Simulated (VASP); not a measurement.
# SiC: single point with PBE

Crystal: SiC.

```
Si C
1.0
     0.00000    2.10973    2.10973
     2.10973    0.00000    2.10973
     2.08737    2.08737    0.02236
Si C
1 1
Direct
  0.00000 0.00000 0.00000
  0.75000 0.75000 0.75000
```

```
Program                : VASP 6.6.1
Task                   : single point
Functional             : PBE
Potentials or basis    : VASP PAW PBE potentials, release 64 (Si, C)
Cutoff                 : 520 eV
k mesh                 : 12 × 12 × 12
Occupations            : gaussian, width 0.05 eV
Spin                   : no spin polarisation
Dipole correction      : no
Further INCAR settings : ALGO = Normal; EDIFF = 1e-06; NBANDS = 11
```

The pressure is 34.8 GPa and the largest force is 0.296 eV/Å. The band gap on the k mesh is 1.16 eV, indirect (least direct gap 4.54 eV).

Forces on the atoms (eV/Å):
```
Si  -0.171 -0.171  0.171
C    0.171  0.171 -0.171
```

Stress tensor (GPa, compression positive):
```
34.80  4.00 -4.00
 4.00 34.80 -4.00
-4.00 -4.00 34.80
```

Levels at points of the mesh, in eV from the valence-band top:
| k point | band 2 | band 3 | band 4 | band 5 | band 6 | band 7 |
| --- | --- | --- | --- | --- | --- | --- |
| (0.00, 0.00, 0.00) | -0.11 | -0.11 | 0.00 | 7.39 | 7.93 | 7.93 |
| (0.50, 0.00, 0.00) | -9.27 | -1.13 | -1.10 | 6.49 | 7.55 | 7.81 |
| (0.50, 0.50, 0.00) | -8.25 | -3.57 | -3.38 | 1.16 | 4.67 | 15.27 |
| (0.00, 0.00, 0.50) | -9.21 | -1.25 | -1.25 | 6.17 | 7.47 | 7.47 |

Run time: 18 s on 1 thread of Intel(R) Xeon(R) Platinum 8488C (Sapphire Rapids) (shared host), peak memory 0.15 GiB.

A k mesh can miss the band edges. As with any semilocal functional, this PBE gap is likely too small.
